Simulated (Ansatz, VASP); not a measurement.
**TiO2 in VASP and in Ansatz**

Contents of POSCAR:

```
TiO2
1.0
    0.0000000000      2.3968272579      2.3968272579
    2.3968272579      0.0000000000      2.3968272579
    2.3968272579      2.3968272579      0.0000000000
Ti O
1 2
Direct
    0.0000000000      0.0000000000      0.0000000000
    0.2500000000      0.2500000000      0.2500000000
    0.7500000000      0.7500000000      0.7500000000
```

INCAR.step1

```
ALGO = Normal
EDIFF = 1E-4
ENCUT = 520
GGA = PE
ISMEAR = -1
LASPH = True
LCHARG = False
LREAL = False
LWAVE = True
NBANDS = 19
NELM = 80
PREC = Accurate
SIGMA = 0.5
```

File INCAR.step2:

```
ALGO = Normal
EDIFF = 1E-6
ENCUT = 520
ISIF = 2
ISMEAR = -1
ISTART = 1
LASPH = True
LCHARG = False
LMIXTAU = True
LREAL = False
LWAVE = False
METAGGA = R2SCAN
NBANDS = 19
NELM = 80
PREC = Accurate
SIGMA = 0.5
```

File KPOINTS:

```
k-points
0
Gamma
  6 6 6
```

Input for Ansatz:

```yaml
crystal:
  lattice:
    - [0.0, 2.3968272579, 2.3968272579]
    - [2.3968272579, 0.0, 2.3968272579]
    - [2.3968272579, 2.3968272579, 0.0]
  atoms:
    - { symbol: Ti, position: [0.0, 0.0, 0.0] }
    - { symbol: O, position: [0.25, 0.25, 0.25] }
    - { symbol: O, position: [0.75, 0.75, 0.75] }
kpoints:
  mp_grid: { grid: [6, 6, 6] }
hamiltonian:
  xc: r2scan
scf:
  occupations: { method: fermi_dirac, width: 0.5 }
  n_extra_bands: 4
output:
  forces: true
  stress: true
  eigenvalues: true
```

Alike in both runs: task single point; functional r2SCAN; k mesh 6 × 6 × 6; occupations fermi-dirac, width 0.5 eV; no spin polarisation.

|  | VASP | Ansatz |
| --- | --- | --- |
| version | VASP 6.6.1 | Ansatz 0.2.0 |
| potentials or method | VASP PAW PBE potentials, release 64 (Ti_sv, O) | plane waves |
| plane-wave cutoff (eV) | 520 | 500 |
| valence electrons in the cell | 24 | 24 |

|  | VASP | Ansatz | Ansatz less VASP |
| --- | --- | --- | --- |
| pressure (GPa) | 3.7 | 2.2 | -1.49 |

VASP's potentials were made for PBE, not for r2SCAN. The functional is the same, so the differences come from potentials, cutoffs and numerics.
